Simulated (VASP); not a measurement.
Set up this calculation in VASP 6.6.1, as the native input.

* Task: single point
* Functional: PBEsol
* Potentials or basis: VASP PAW PBE potentials, release 64 (Cu, O)
* Cutoff: 600 eV
* k mesh: 4 × 4 × 4
* Occupations: gaussian, width 0.01 eV
* Spin: no spin polarisation
* Hubbard terms: Cu d U = 4.5 eV
* Dipole correction: no
* Further INCAR settings: ALGO = Normal; EDIFF = 1e-06; NBANDS = 37

The structure of Cu2O lies in POSCAR:

```
Cu2O
1.0
    4.2600000000      0.0000000000      0.0000000000
    0.0000000000      4.2600000000      0.0000000000
    0.0000000000      0.0000000000      4.2600000000
Cu O
4 2
Direct
    0.2500000000      0.2500000000      0.2500000000
    0.2500000000      0.7500000000      0.7500000000
    0.7500000000      0.2500000000      0.7500000000
    0.7500000000      0.7500000000      0.2500000000
    1.0000000000      1.0000000000      1.0000000000
    0.5000000000      0.5000000000      0.5000000000
```

The input as run:

INCAR

```
  PREC = Accurate
  ENCUT = 600
  EDIFF = 1E-6
  ISMEAR = 0
  SIGMA = 0.01
  LREAL = F
  LASPH = T
  NELM = 200
  ALGO = Normal
  ISIF = 2
  LWAVE = F
  LCHARG = F
  LMAXMIX = 4
  LDAU = T
  LDAUTYPE = 2
  LDAUL = 2 -1
  LDAUU = 4.5 0
  LDAUJ = 0 0
  LDAUPRINT = 1
  GGA = PS
  NBANDS = 37
  GGA_COMPAT = F
```

KPOINTS

```
regular mesh
0
Gamma
  4 4 4
```

Potentials or basis: VASP PAW PBE potentials, release 64 (Cu, O).

The run is started by

```sh
$ cat potpaw_PBE.64/Cu/POTCAR potpaw_PBE.64/O/POTCAR > POTCAR
$ mpirun -np 1 vasp_std > vasp.out
```

It gave:

The pressure is -4.1 GPa. The band gap on the k mesh is 0.70 eV.

Caveat: the cell stands under tension; semilocal functionals underestimate gaps, and a narrow one can read as zero; the PAW data sets were made with another functional, which shifts forces and pressure a little.

Run time: 66 s on 1 thread of AMD EPYC 7R13 (shared host), peak memory 0.18 GiB.
